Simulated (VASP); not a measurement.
# Fe (P6/mmm) in VASP: single point with r2SCAN

Aim: the single point of Fe with r2SCAN.

All numbers are computed with VASP 6.6.1; they aren't measurements. Logs are shortened: lines on timing, memory, paths and dates and some standing lists are left out, and cuts for length are marked.

## (1) The cell of the first run

It takes space group P6/mmm (No. 191, hexagonal). Conventional cell: a = 3.816 Å, b = 3.816 Å, c = 2.396 Å, α = 90.00°, β = 90.00°, γ = 120.00°. Fe (site symmetry 6/mmm) has 14 Fe at 2.40 to 2.51 Å within 3.2 Å. Within 2.9 Å of Fe (site symmetry -6m2) lie 11 Fe at 2.20 to 2.51 Å.

## (2) Single point, r2SCAN

File POSCAR:

```
Fe
1.0
    3.8155326227      0.0000000000      0.0000000000
   -1.9077663113      3.3043481802      0.0000000000
    0.0000000000      0.0000000000      2.3964231065
Fe
3
Direct
    1.0000000000      1.0000000000      0.0000000000
    0.3333333333      0.6666666667      0.5000000000
    0.6666666667      0.3333333333      0.5000000000
```

File INCAR.step1:

```
PREC = Accurate ; ENCUT = 520
ISMEAR = -1 ; SIGMA = 0.1
LREAL = F ; LASPH = T
NELM = 60 ; NBANDS = 19
GGA = PE ; ALGO = Normal
EDIFF = 1E-4 ; LWAVE = T
LCHARG = F
```

File INCAR.step2:

```
PREC = Accurate ; ENCUT = 520
EDIFF = 1E-6 ; ISMEAR = -1
SIGMA = 0.1 ; LREAL = F
LASPH = T ; NELM = 60
ALGO = Normal ; ISIF = 2
LWAVE = F ; LCHARG = F
METAGGA = R2SCAN ; LMIXTAU = T
NBANDS = 19 ; ISTART = 1
```

File KPOINTS:

```
Automatic mesh
0
Gamma
  13 13 17
```

Potentials or basis: VASP PAW PBE potentials, release 64 (Fe).

Started as:

```bash
$ cat potpaw_PBE.64/Fe/POTCAR > POTCAR
$ cp INCAR.step1 INCAR
$ mpirun -np 1 vasp_std > vasp.out
$ cp INCAR.step2 INCAR
$ mpirun -np 1 vasp_std > vasp.out
```

OUTCAR:

```text
PREC = Accurate
   ENCUT = 520
   EDIFF = 1E-6
   ISMEAR = -1
   LREAL = F
   LASPH = T
   NELM = 60
   ISIF = 2
   METAGGA = R2SCAN
   ISTART = 1

 ion  position               nearest neighbor table
   1  0.000  0.000  0.000-   2 2.51   3 2.51   2 2.51   3 2.51   2 2.51   2 2.51   3 2.51   3 2.51
                             3 2.51   3 2.51   2 2.51   2 2.51
   2  0.333  0.667  0.500-   3 2.20   3 2.20   3 2.20   1 2.51   1 2.51   1 2.51   1 2.51   1 2.51
                             1 2.51
   3  0.667  0.333  0.500-   2 2.20   2 2.20   2 2.20   1 2.51   1 2.51   1 2.51   1 2.51   1 2.51
                             1 2.51

  LATTYP: Found a hexagonal cell.
 ALAT       =     3.8155326227
 C/A-ratio  =     0.6280704016

  Lattice vectors:

 A1 = (   3.8155326227,   0.0000000000,   0.0000000000)
 A2 = (  -1.9077663113,   3.3043481802,   0.0000000000)
 A3 = (   0.0000000000,   0.0000000000,   2.3964231065)

Analysis of symmetry for initial positions (statically):
=====================================================================
 Subroutine PRICEL returns:
 Original cell was already a primitive cell.

 Routine SETGRP: Setting up the symmetry group for a
 hexagonal supercell.

 Subroutine GETGRP returns: Found 24 space group operations
 (whereof 24 operations were pure point group operations)
 out of a pool of 24 trial point group operations.

The static configuration has the point symmetry D_6h.

Analysis of symmetry for dynamics (positions and initial velocities):
=====================================================================
 Subroutine PRICEL returns:
 Original cell was already a primitive cell.

 Routine SETGRP: Setting up the symmetry group for a
 hexagonal supercell.

 Subroutine GETGRP returns: Found 24 space group operations
 (whereof 24 operations were pure point group operations)
 out of a pool of 24 trial point group operations.

The dynamic configuration has the point symmetry D_6h.

 Subroutine INISYM returns: Found 24 space group operations
 (whereof 24 operations are pure point group operations),
 and found     1 'primitive' translations

----------------------------------------------------------------------------------------

                                     Primitive cell

  volume of cell :      30.2137

  direct lattice vectors                    reciprocal lattice vectors
     3.815532623  0.000000000  0.000000000     0.262086607  0.151315773  0.000000000
    -1.907766311  3.304348180  0.000000000     0.000000000  0.302631547  0.000000000
[... 82 lines left out ...]
   LNONCOLLINEAR =      F non collinear calculations
   LSORBIT =      F    spin-orbit coupling
   LASPH  =      T    aspherical Exc in radial PAW
   ENCUT  =  520.0 eV  38.22 Ry    6.18 a.u.   7.09  7.09  4.46*2*pi/ulx,y,z
   NELM   =     60;   NELMIN=  2; NELMDL=  0     # of ELM steps
   EDIFF  = 0.1E-05   stopping-criterion for ELM
   LREAL  =      F    real-space projection
   EDIFFG = 0.1E-04   stopping-criterion for IOM
   NSW    =      0    number of steps for IOM
   IBRION =     -1    ionic relax: 0-MD 1-quasi-New 2-CG
   NFREE  =      0    steps in history (QN), initial steepest desc. (CG)
   ISIF   =      2    stress and relaxation
   ISYM   =      2    0-nonsym 1-usesym 2-fastsym
   POTIM  = 0.5000    time-step for ionic-motion
   TEBEG  =    0.0;   TEEND  =   0.0 temperature during run
   PSTRESS=    0.0 pullay stress
   NELECT =      24.0000    total number of electrons
   NUPDOWN=      -1.0000    fix difference up-down
   EMIN   =  10.00;   EMAX   =-10.00  energy-range for DOS
   EFERMI =   0.00;   METHOD = LEGACY
   ISMEAR =    -1;   SIGMA  =   0.10  broadening in eV -4-tet -1-fermi 0-gaus
   EFERMI_NEDOS =   21; number of points for ismear=-14 and -15
   IALGO  =     38    algorithm
   IMIX   =      4    mixing-type and parameters
     AMIX     =   0.40;   BMIX     =  1.00
     AMIX_MAG =   1.60;   BMIX_MAG =  1.00
  volume/ion in A,a.u.               =      10.07        67.96
  Fermi-wavevector in a.u.,A,eV,Ry     =   1.516156  2.865119 31.276088  2.298728
  Thomas-Fermi vector in A             =   2.625583
   LORBIT       =      0    0 simple, 1 ext, 2 COOP (PROOUT), +10 PAW based schemes
   METAGGA = R2SCAN    functional components
   LHFCALC =     F    Hartree Fock is set to
   AEXX    =    0.0000 exact exchange contribution
   IVDW    =     0    specifies the selected vdW correction
   LEPSILON=     F    determine dielectric tensor
   LRPA    =     F    only Hartree local field effects (RPA)
 non-spin polarized calculation
  energy-cutoff  :      520.00
  volume of cell :       30.21
 maximum number of plane-waves:       832
   NGX = 15   NGY = 15   NGZ =  9

 number of electron      24.0000013 magnetization

 Free energy of the ion-electron system (eV)
  ---------------------------------------------------
  ext. energy  EPLUGINS =         0.00000000
  ---------------------------------------------------
  free energy    TOTEN  =       -40.64212935 eV

  energy without entropy =      -40.47879805  energy(sigma->0) =      -40.56046370

 E-fermi :   7.0482     XC(G=0): -15.0990

 val. band max:        7.0451569423   @ k =   0.1538   0.0000   0.1765
 cond. band min:       7.0504968246   @ k =   0.3846   0.2308   0.2353
 fundamental gap:      0.0053398823
 Fermi energy:         7.0482421268

 k-point     1 :       0.0000    0.0000    0.0000
  band No.  band energies     occupation
      1      -2.5565      2.00000
      2       2.2274      2.00000
      3       3.9064      2.00000
      4       3.9064      2.00000
      5       3.9584      2.00000
      6       3.9585      2.00000
[... 505 lines left out ...]
      6       4.5764      2.00000
[... 11 lines left out ...]
     18      12.9111      0.00000
     19      16.6478      0.00000

 [... further k-points ...]
[... 5 lines left out ...]
  --------------------------------------------------------------------------------------
  -------------------------------------------------------------------------------------
  Total        0.0934786      0.0934786      0.0698899      0.0000000     -0.0000000      0.0000000
  in kB        4.9569942      4.9569942      3.7061314      0.0000000     -0.0000000      0.0000000
  external PRESSURE =       4.5400399 kB  Pullay stress =       0.0000000 kB

 VOLUME and BASIS-vectors are now :
 -----------------------------------------------------------------------------
  energy-cutoff  :      520.00
  volume of cell :       30.21
      direct lattice vectors                 reciprocal lattice vectors
     3.815532623  0.000000000  0.000000000     0.262086607  0.151315773  0.000000000
    -1.907766311  3.304348180  0.000000000     0.000000000  0.302631547  0.000000000
     0.000000000  0.000000000  2.396423106     0.000000000  0.000000000  0.417288582

 POSITION                                       TOTAL-FORCE (eV/Angst)
 -----------------------------------------------------------------------------------
      0.00000      0.00000      0.00000         0.000000     -0.000000      0.000000
     -0.00000      2.20290      1.19821        -0.000000      0.000000      0.000000
      1.90777      1.10145      1.19821         0.000000      0.000000      0.000000
 -----------------------------------------------------------------------------------
    total drift:                                0.000000      0.000000     -0.000000

  FREE ENERGIE OF THE ION-ELECTRON SYSTEM (eV)
  ---------------------------------------------------
  free  energy   TOTEN  =       -40.6421293456 eV

  energy  without entropy=      -40.4787980504  energy(sigma->0) =      -40.56046370
```

OUTCAR.step1:

```text
PREC = Accurate
   ENCUT = 520
   ISMEAR = -1
   LREAL = F
   LASPH = T
[... 755 lines left out ...]
      0.00000      0.00000      0.00000        -0.000000     -0.000000      0.000000
     -0.00000      2.20290      1.19821         0.000000     -0.000000     -0.000000
      1.90777      1.10145      1.19821        -0.000000      0.000000      0.000000
 -----------------------------------------------------------------------------------
    total drift:                                0.000000      0.000000     -0.000000

  FREE ENERGIE OF THE ION-ELECTRON SYSTEM (eV)
  ---------------------------------------------------
  free  energy   TOTEN  =       -24.0156119851 eV

  energy  without entropy=      -23.8432525337  energy(sigma->0) =      -23.92943226
```

OSZICAR.step1:

```text
N       E                     dE             d eps       ncg     rms          rms(c)
DAV:   1     0.157413340242E+03    0.15741E+03   -0.11046E+04  7390   0.170E+03
DAV:   2    -0.208611316444E+02   -0.17827E+03   -0.16963E+03  7209   0.320E+02
DAV:   3    -0.283545362742E+02   -0.74934E+01   -0.69022E+01  7524   0.940E+01
DAV:   4    -0.284489174931E+02   -0.94381E-01   -0.93882E-01  7785   0.110E+01
DAV:   5    -0.284497907569E+02   -0.87326E-03   -0.87320E-03  7854   0.909E-01    0.214E+01
DAV:   6    -0.263858621688E+02    0.20639E+01   -0.39590E+01  7572   0.954E+01    0.224E+01
DAV:   7    -0.324085947204E+02   -0.60227E+01   -0.60985E+01  8830   0.151E+02    0.413E+01
DAV:   8    -0.240906585013E+02    0.83179E+01   -0.45752E+01  9168   0.635E+01    0.350E+00
DAV:   9    -0.240506265936E+02    0.40032E-01   -0.56913E-01  7539   0.958E+00    0.196E+00
DAV:  10    -0.240192721254E+02    0.31354E-01   -0.61551E-02  8170   0.365E+00    0.106E+00
DAV:  11    -0.240156439510E+02    0.36282E-02   -0.60332E-03  9057   0.896E-01    0.357E-01
DAV:  12    -0.240156119851E+02    0.31966E-04   -0.62927E-04  7377   0.410E-01
   1 F= -.24015612E+02 E0= -.23929432E+02  d E =-.172359E+00
```

Wall time 3.9 min (1 thread of AMD EPYC 9R45 (Zen 5), shared host); peak memory 0.18 GiB.

What came out:

```
Free energy            : -40.6421 eV
Pressure               : 0.5 GPa
Band gap on the k mesh : zero (band 12 reaches 7.77 eV, above the bottom of band 13 at 6.22 eV)
```

Caveat: the PAW data sets were made with another functional, which shifts forces and pressure a little; the run has no spin polarisation, though such a crystal can be magnetic.
